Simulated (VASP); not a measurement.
# SrCl2 in VASP: further runs, part 3 of 3

VASP 6.6.1. The steps go on from the part before.

### Step 4. Single point, PBE

This run uses another cell than the first one, of the same volume but with other edges.

Contents of INCAR:

```
SYSTEM = SrCl2
  PREC = Accurate
  ENCUT = 520
  EDIFF = 1E-7
  ISMEAR = 0
  SIGMA = 0.05
  LREAL = .False.
  LASPH = .True.
  NELM = 100
  ALGO = Normal
  ISIF = 2
  LWAVE = .False.
  LCHARG = .False.
  GGA = PE
  NBANDS = 19
```

Contents of KPOINTS:

```
Automatic mesh
0
Gamma
  6 6 6
  0 0 0
```

Contents of POSCAR:

```
SrCl2
1.0
    0.0000000000      3.7303798773      3.3784572473
    3.4488417733      0.0000000000      3.3784572473
    3.4488417733      3.7303798773      0.0000000000
Sr Cl
1 2
Direct
    0.0000000000      0.0000000000      0.0000000000
    0.2500000000      0.2500000000      0.2500000000
    0.7500000000      0.7500000000      0.7500000000
```

Potentials or basis: VASP PAW PBE potentials, release 64 (Sr_sv, Cl).

Run with:

```console
$ cat potpaw_PBE.64/Sr_sv/POTCAR potpaw_PBE.64/Cl/POTCAR > POTCAR
$ mpirun -np 1 vasp_std > vasp.out
```

OUTCAR:

```text
SYSTEM = SrCl2
   PREC = Accurate
   ENCUT = 520
   EDIFF = 1E-7
   ISMEAR = 0
   LREAL = .False.
   LASPH = .True.
   NELM = 100
   ISIF = 2
   GGA = PE

 ion  position               nearest neighbor table
   1  0.000  0.000  0.000-   3 3.05   2 3.05   3 3.05   2 3.05   3 3.05   2 3.05   3 3.05   2 3.05

   2  0.250  0.250  0.250-   1 3.05   1 3.05   1 3.05   1 3.05
   3  0.750  0.750  0.750-   1 3.05   1 3.05   1 3.05   1 3.05

  LATTYP: Found a face centered orthorhombic cell.
 ALAT       =     6.7569144946
 B/A-ratio  =     1.0208333333
 C/A-ratio  =     1.1041666667

  Lattice vectors:

 A1 = (   3.4488417733,   3.7303798773,   0.0000000000)
 A2 = (   0.0000000000,   3.7303798773,   3.3784572473)
 A3 = (   3.4488417733,   0.0000000000,   3.3784572473)

Analysis of symmetry for initial positions (statically):
=====================================================================
 Subroutine PRICEL returns:
 Original cell was already a primitive cell.

 Routine SETGRP: Setting up the symmetry group for a
 face centered orthorhombic supercell.

 Subroutine GETGRP returns: Found  8 space group operations
 (whereof  8 operations were pure point group operations)
 out of a pool of  8 trial point group operations.

The static configuration has the point symmetry D_2h.

Analysis of symmetry for dynamics (positions and initial velocities):
=====================================================================
 Subroutine PRICEL returns:
 Original cell was already a primitive cell.

 Routine SETGRP: Setting up the symmetry group for a
 face centered orthorhombic supercell.

 Subroutine GETGRP returns: Found  8 space group operations
 (whereof  8 operations were pure point group operations)
 out of a pool of  8 trial point group operations.

The dynamic configuration has the point symmetry D_2h.

 Subroutine INISYM returns: Found  8 space group operations
 (whereof  8 operations are pure point group operations),
 and found     1 'primitive' translations

----------------------------------------------------------------------------------------

                                     Primitive cell

  volume of cell :      86.9310

  direct lattice vectors                    reciprocal lattice vectors
     0.000000000  3.730379877  3.378457247    -0.144976207  0.134034607  0.147996545
     3.448841773  0.000000000  3.378457247     0.144976207 -0.134034607  0.147996545
     3.448841773  3.730379877  0.000000000     0.144976207  0.134034607 -0.147996545

  length of vectors
     5.032862744  4.827885971  5.080378294     0.246751604  0.246751604  0.246751604

  position of ions in fractional coordinates (direct lattice)
     0.000000000  0.000000000  0.000000000
     0.250000000  0.250000000  0.250000000
     0.750000000  0.750000000  0.750000000

  ion indices of the primitive-cell ions
   primitive index   ion index
                 1           1
                 2           2
                 3           3

----------------------------------------------------------------------------------------

 KPOINTS: Automatic mesh

Automatic generation of k-mesh.
 Grid dimensions read from file:
 generate k-points for:    6    6    6

 Generating k-lattice:

  Cartesian coordinates                     Fractional coordinates (reciprocal lattice)
    -0.024162701  0.022339101  0.024666091     0.166666667  0.000000000  0.000000000
     0.024162701 -0.022339101  0.024666091     0.000000000  0.166666667  0.000000000
     0.024162701  0.022339101 -0.024666091     0.000000000  0.000000000  0.166666667

  Length of vectors
     0.041125267  0.041125267  0.041125267

  Shift w.r.t. Gamma in fractional coordinates (k-lattice)
     0.000000000  0.000000000  0.000000000

 Subroutine IBZKPT returns following result:
 ===========================================

 Found     46 irreducible k-points:

 Following reciprocal coordinates:
            Coordinates               Weight
  0.000000  0.000000  0.000000      1.000000
  0.166667  0.000000  0.000000      8.000000
  0.333333 -0.000000  0.000000      8.000000
  0.500000 -0.000000  0.000000      4.000000
  0.166667  0.166667  0.000000      2.000000
  0.333333  0.166667 -0.000000      8.000000
[... 16 lines left out ...]
 -0.166667  0.166667  0.166667      8.000000
  0.500000  0.333333  0.166667      4.000000
 [... further k-points ...]
   k-points           NKPTS =     46   k-points in BZ     NKDIM =     46   number of bands    NBANDS=     19
   number of dos      NEDOS =    301   number of ions     NIONS =      3
   total plane-waves  NPLWV =  57600
   dimension x,y,z NGX =    40 NGY =   36 NGZ =   40
   dimension x,y,z NGXF=    80 NGYF=   72 NGZF=   80
   ions per type =               1   2
   NGX,Y,Z   is equivalent  to a cutoff of  13.21, 12.40, 13.09 a.u.
   NGXF,Y,Z  is equivalent  to a cutoff of  26.43, 24.79, 26.18 a.u.
 SYSTEM =  SrCl2
   PREC   = accura    normal or accurate (medium, high low for compatibility)
   ISTART =      0    job   : 0-new  1-cont  2-samecut
   ICHARG =      2    charge: 1-file 2-atom 10-const
   ISPIN  =      1    spin polarized calculation?
   LNONCOLLINEAR =      F non collinear calculations
   LSORBIT =      F    spin-orbit coupling
   LASPH  =      T    aspherical Exc in radial PAW
   ENCUT  =  520.0 eV  38.22 Ry    6.18 a.u.   9.36  8.98  9.45*2*pi/ulx,y,z
   NELM   =    100;   NELMIN=  2; NELMDL= -5     # of ELM steps
   EDIFF  = 0.1E-06   stopping-criterion for ELM
   LREAL  =      F    real-space projection
   EDIFFG = 0.1E-05   stopping-criterion for IOM
   NSW    =      0    number of steps for IOM
   IBRION =     -1    ionic relax: 0-MD 1-quasi-New 2-CG
   NFREE  =      0    steps in history (QN), initial steepest desc. (CG)
   ISIF   =      2    stress and relaxation
   ISYM   =      2    0-nonsym 1-usesym 2-fastsym
   POTIM  = 0.5000    time-step for ionic-motion
   TEBEG  =    0.0;   TEEND  =   0.0 temperature during run
   PSTRESS=    0.0 pullay stress
   NELECT =      24.0000    total number of electrons
   NUPDOWN=      -1.0000    fix difference up-down
   EMIN   =  10.00;   EMAX   =-10.00  energy-range for DOS
   EFERMI =   0.00;   METHOD = LEGACY
   ISMEAR =     0;   SIGMA  =   0.05  broadening in eV -4-tet -1-fermi 0-gaus
   EFERMI_NEDOS =   21; number of points for ismear=-14 and -15
   IALGO  =     38    algorithm
   IMIX   =      4    mixing-type and parameters
     AMIX     =   0.40;   BMIX     =  1.00
     AMIX_MAG =   1.60;   BMIX_MAG =  1.00
  volume/ion in A,a.u.               =      28.98       195.55
  Fermi-wavevector in a.u.,A,eV,Ry     =   1.065991  2.014431 15.460810  1.136337
  Thomas-Fermi vector in A             =   2.201561
   LORBIT       =      0    0 simple, 1 ext, 2 COOP (PROOUT), +10 PAW based schemes
   GGA     = PE    functional components
   LHFCALC =     F    Hartree Fock is set to
   AEXX    =    0.0000 exact exchange contribution
   IVDW    =     0    specifies the selected vdW correction
   LEPSILON=     F    determine dielectric tensor
   LRPA    =     F    only Hartree local field effects (RPA)
 non-spin polarized calculation
 Gauss-broadening in eV      SIGMA  =   0.05
  energy-cutoff  :      520.00
  volume of cell :       86.93
 maximum number of plane-waves:      2356
 NGX is ok and might be reduce to    40

 number of electron      24.0000002 magnetization

 Free energy of the ion-electron system (eV)
  ---------------------------------------------------
  ext. energy  EPLUGINS =         0.00000000
  ---------------------------------------------------
  free energy    TOTEN  =       -12.71758942 eV

  energy without entropy =      -12.71758942  energy(sigma->0) =      -12.71758942

 E-fermi :   0.6381     XC(G=0):  -8.1815

 val. band max:        0.3002570728   @ k =   0.5000   0.5000   0.0000
 cond. band min:       5.0254339793   @ k =   0.0000   0.0000   0.0000
 fundamental gap:      4.7251769064
 Fermi energy:         0.6380678688

 k-point     1 :       0.0000    0.0000    0.0000
  band No.  band energies     occupation
      1     -32.9874      2.00000
      2     -14.9785      2.00000
      3     -14.9730      2.00000
      4     -14.9475      2.00000
      5     -13.2155      2.00000
      6     -12.3758      2.00000
[... 11 lines left out ...]
     18       9.0793      0.00000
     19       9.0976      0.00000
[... 485 lines left out ...]
 k-point    24 :       0.5000    0.3333    0.1667
  band No.  band energies     occupation
      1     -32.9842      2.00000
      2     -15.1639      2.00000
      3     -15.0519      2.00000
      4     -14.9674      2.00000
      5     -12.6675      2.00000
      6     -12.6275      2.00000
[... 11 lines left out ...]
     18       8.6268      0.00000
     19       9.6251      0.00000

 [... further k-points ...]
[... 5 lines left out ...]
  --------------------------------------------------------------------------------------
  -------------------------------------------------------------------------------------
  Total        0.6379736     -1.4506190      1.2397052      0.0000000      0.0000000     -0.0000000
  in kB       11.7581368    -26.7355551     22.8483188      0.0000000      0.0000000     -0.0000000
  external PRESSURE =       2.6236335 kB  Pullay stress =       0.0000000 kB

 VOLUME and BASIS-vectors are now :
 -----------------------------------------------------------------------------
  energy-cutoff  :      520.00
  volume of cell :       86.93
      direct lattice vectors                 reciprocal lattice vectors
     0.000000000  3.730379877  3.378457247    -0.144976207  0.134034607  0.147996545
     3.448841773  0.000000000  3.378457247     0.144976207 -0.134034607  0.147996545
     3.448841773  3.730379877  0.000000000     0.144976207  0.134034607 -0.147996545

 POSITION                                       TOTAL-FORCE (eV/Angst)
 -----------------------------------------------------------------------------------
      0.00000      0.00000      0.00000         0.000000     -0.000000     -0.000000
      1.72442      1.86519      1.68923         0.000000      0.000000      0.000000
      5.17326      5.59557      5.06769        -0.000000     -0.000000      0.000000
 -----------------------------------------------------------------------------------
    total drift:                               -0.000000     -0.000000      0.000000

  FREE ENERGIE OF THE ION-ELECTRON SYSTEM (eV)
  ---------------------------------------------------
  free  energy   TOTEN  =       -12.7175894193 eV

  energy  without entropy=      -12.7175894193  energy(sigma->0) =      -12.71758942
```

stdout:

```text
POSCAR found type information on POSCAR SrCl
 POSCAR found :  2 types and       3 ions
 scaLAPACK will be used
 LDA part: xc-table for (Slater+PW92), standard interpolation
 POSCAR, INCAR and KPOINTS ok, starting setup
 FFT: planning ... GRIDC
 FFT: planning ... GRID_SOFT
 FFT: planning ... GRID
 WAVECAR not read
 entering main loop
```

Wall time 97 s (1 thread of Intel Xeon Platinum 8488C (Sapphire Rapids), shared host); peak memory 0.26 GiB.

What came out:

```
Free energy            : -12.7176 eV
Pressure               : 0.3 GPa
Band gap on the k mesh : 4.73 eV, indirect (least direct gap 5.01 eV)
```

Levels at points of the mesh, in eV from the valence-band top:
| k point | band 9 | band 10 | band 11 | band 12 | band 13 | band 14 | band 15 | band 16 |
| --- | --- | --- | --- | --- | --- | --- | --- | --- |
| (0.00, 0.00, 0.00) | -2.16 | -1.00 | -0.46 | -0.28 | 4.73 | 5.74 | 6.12 | 8.49 |
| (0.50, 0.00, 0.00) | -1.67 | -1.56 | -1.31 | -1.25 | 6.31 | 6.42 | 7.06 | 7.48 |
| (0.50, 0.50, 0.00) | -1.98 | -1.03 | -0.41 | 0.00 | 5.16 | 6.95 | 7.27 | 7.75 |
| (0.50, 0.00, 0.50) | -2.05 | -0.58 | -0.57 | -0.39 | 5.20 | 6.25 | 7.26 | 7.29 |
| (0.00, 0.50, 0.50) | -1.93 | -1.08 | -0.27 | -0.13 | 5.16 | 6.81 | 7.29 | 7.63 |

Caveat: the cell differs from its parent crystal (strain +e along x and -e along y -0.0400, strain +e along z and -e/2 along x and y -0.0400). A k mesh can miss the band edges.

### Step 5. Single point, PBE

This run uses another cell than the first one, of the same volume but with other edges.

Contents of INCAR:

```
SYSTEM = SrCl2
ALGO = Normal
EDIFF = 1E-6
ENCUT = 520
GGA = PE
ISIF = 2
ISMEAR = 0
LASPH = .TRUE.
LCHARG = .FALSE.
LREAL = .FALSE.
LWAVE = .FALSE.
NBANDS = 19
NELM = 100
PREC = Accurate
SIGMA = 0.05
```

Contents of KPOINTS:

```
k-points
0
G
  6 6 6
  0 0 0
```

Contents of POSCAR:

```
SrCl2
1.0
    0.0000000000      3.6951876143      3.4488417733
    3.4136495103      0.0000000000      3.4488417733
    3.4136495103      3.6951876143      0.0000000000
Sr Cl
1 2
Direct
    0.0000000000      0.0000000000      0.0000000000
    0.2500000000      0.2500000000      0.2500000000
    0.7500000000      0.7500000000      0.7500000000
```

Run with:

```console
$ cat potpaw_PBE.64/Sr_sv/POTCAR potpaw_PBE.64/Cl/POTCAR > POTCAR
$ mpirun -np 1 vasp_std > vasp.out
```

It took 82 s on 1 thread of Intel Xeon Platinum 8488C (Sapphire Rapids), shared host; peak memory 0.26 GiB.

It converged, with:

```yaml
Free_energy: -12.7414 eV
Pressure: 0.2 GPa
Band_gap_on_the_k_mesh: 4.87 eV, indirect (least direct gap 5.16 eV)
```

Stress tensor (GPa, compression positive):
```
 1.70  0.00  0.00
 0.00 -2.22  0.00
 0.00  0.00  1.16
```

Levels at points of the mesh, in eV from the valence-band top:
```
           k point  band 9  band 10  band 11  band 12  band 13  band 14  band 15  band 16
(0.00, 0.00, 0.00)   -2.11    -0.87    -0.38    -0.29     4.87     5.81     6.13     8.60
(0.50, 0.00, 0.00)   -1.61    -1.48    -1.23    -1.18     6.41     6.50     7.15     7.58
(0.50, 0.50, 0.00)   -1.89    -0.93    -0.28    -0.06     5.26     6.89     7.35     7.73
(0.50, 0.00, 0.50)   -2.00    -0.49    -0.45    -0.40     5.29     6.40     7.33     7.44
(0.00, 0.50, 0.50)   -1.91    -0.91    -0.36     0.00     5.26     6.96     7.34     7.79
```

Caveat: the cell differs from its parent crystal (strain +e along x and -e along y -0.0400, strain +e along z and -e/2 along x and y -0.0200).

### Step 6. Single point, PBE

Contents of INCAR:

```
SYSTEM = SrCl2
PREC = Accurate ; ENCUT = 520
EDIFF = 1E-6 ; ISMEAR = 0
SIGMA = 0.05 ; LREAL = .FALSE.
LASPH = .TRUE. ; NELM = 80
ALGO = Normal ; ISIF = 2
LWAVE = .FALSE. ; LCHARG = .TRUE.
GGA = PE ; LELF = .TRUE.
LVHAR = .TRUE. ; NBANDS = 19
```

Contents of KPOINTS:

```
regular mesh
0
G
  6 6 6
  0 0 0
```

Contents of POSCAR:

```
SrCl2
1.0
    0.0000000000      3.5896108253      3.6599953513
    3.3080727213      0.0000000000      3.6599953513
    3.3080727213      3.5896108253      0.0000000000
Sr Cl
1 2
Direct
    0.0000000000      0.0000000000      0.0000000000
    0.2500000000      0.2500000000      0.2500000000
    0.7500000000      0.7500000000      0.7500000000
```

Potentials or basis: VASP PAW PBE potentials, release 64 (Sr_sv, Cl).

Run with:

```console
$ cat potpaw_PBE.64/Sr_sv/POTCAR potpaw_PBE.64/Cl/POTCAR > POTCAR
$ mpirun -np 1 vasp_std > vasp.out
```

Run time: 69 s. Hardware: 1 thread of Intel Xeon Platinum 8488C (Sapphire Rapids), shared host; peak memory 0.26 GiB.

Results (log left out):

| Item | Value |
| --- | --- |
| Free energy | -12.7110 eV |
| Pressure | 0.3 GPa |
| Band gap on the k mesh | 4.65 eV, indirect (least direct gap 4.89 eV) |

Stress tensor (GPa, compression positive):
```
 3.50  0.00  0.00
 0.00 -0.83  0.00
 0.00  0.00 -1.77
```

Levels at points of the mesh, in eV from the valence-band top:
| k point | band 8 | band 9 | band 10 | band 11 | band 12 | band 13 | band 14 | band 15 | band 16 | band 17 |
| --- | --- | --- | --- | --- | --- | --- | --- | --- | --- | --- |
| (0.00, 0.00, 0.00) | -2.37 | -2.33 | -1.03 | -0.90 | -0.24 | 4.65 | 5.38 | 6.10 | 8.40 | 8.47 |
| (0.50, 0.00, 0.00) | -1.93 | -1.77 | -1.70 | -1.47 | -1.38 | 6.17 | 6.31 | 6.88 | 7.35 | 8.01 |
| (0.50, 0.50, 0.00) | -2.42 | -2.07 | -1.04 | -0.61 | -0.31 | 5.04 | 6.25 | 7.12 | 7.20 | 7.38 |
| (0.50, 0.00, 0.50) | -2.45 | -2.05 | -1.17 | -0.51 | -0.28 | 5.02 | 6.39 | 7.14 | 7.29 | 7.51 |
| (0.00, 0.50, 0.50) | -2.29 | -2.23 | -0.99 | -0.84 | 0.00 | 5.04 | 6.95 | 7.09 | 7.75 | 7.79 |

Caveat: the cell differs from its parent crystal (strain +e along x and -e along y -0.0400, strain +e along z and -e/2 along x and y +0.0400).

### Step 7. The runs side by side

| cell | gap on the mesh (eV) | pressure (GPa) |
| --- | --- | --- |
| a = 5.076, b = 4.929, c = 4.929 Å, angles 62.0, 59.0, 59.0°, 3 atoms | 4.89 | 0.2 |
| a = 5.101, b = 4.905, c = 4.931 Å, angles 62.5, 58.5, 59.0°, 3 atoms | 4.78 | 0.2 |
| a = 5.033, b = 4.828, c = 5.080 Å, angles 61.0, 57.0, 62.0°, 3 atoms | 4.73 | 0.3 |
| a = 5.055, b = 4.853, c = 5.031 Å, angles 61.5, 57.5, 61.0°, 3 atoms | 4.87 | 0.2 |
| a = 5.126, b = 4.933, c = 4.881 Å, angles 63.0, 59.0, 58.0°, 3 atoms | 4.65 | 0.3 |

Alike in all rows: task single point; level PBE; potentials or basis VASP PAW PBE potentials, release 64 (Sr_sv, Cl); no spin polarisation; k mesh 6 × 6 × 6; cutoff (eV) 520; smearing gaussian 0.05 eV.

Total energies depend on the potentials used, so only differences within one code and one set of settings carry meaning.
